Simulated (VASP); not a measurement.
Input of a VASP 6.6.1 run:

File INCAR:

```
PREC = Accurate
ENCUT = 520
EDIFF = 1E-6
ISMEAR = -1
SIGMA = 0.1
LREAL = F
LASPH = T
NELM = 80
ALGO = Normal
ISIF = 2
LWAVE = F
LCHARG = F
GGA = CA
NBANDS = 12
```

File KPOINTS:

```
Automatic mesh
0
Gamma
  17 17 17
```

File POSCAR:

```
Ag
1.0
   -1.5071682093      1.5071682093      1.5071682093
    1.5071682093     -1.5071682093      1.5071682093
    1.5071682093      1.5071682093     -1.5071682093
Ag
1
Direct
    0.0000000000      0.0000000000      0.0000000000
```

Potentials or basis: VASP PAW LDA potentials, release 64 (Ag).

Launch:

```bash
$ cat potpaw_LDA.64/Ag/POTCAR > POTCAR
$ mpirun -np 1 vasp_std > vasp.out
```

(1) Estimate the pressure.

(2) What does it give for the band gap on the k mesh?

Results:

(1) 34.9 GPa.

(2) zero (an odd number of electrons rules out a gap without spin polarisation).

Caveat: the cell stands under pressure.
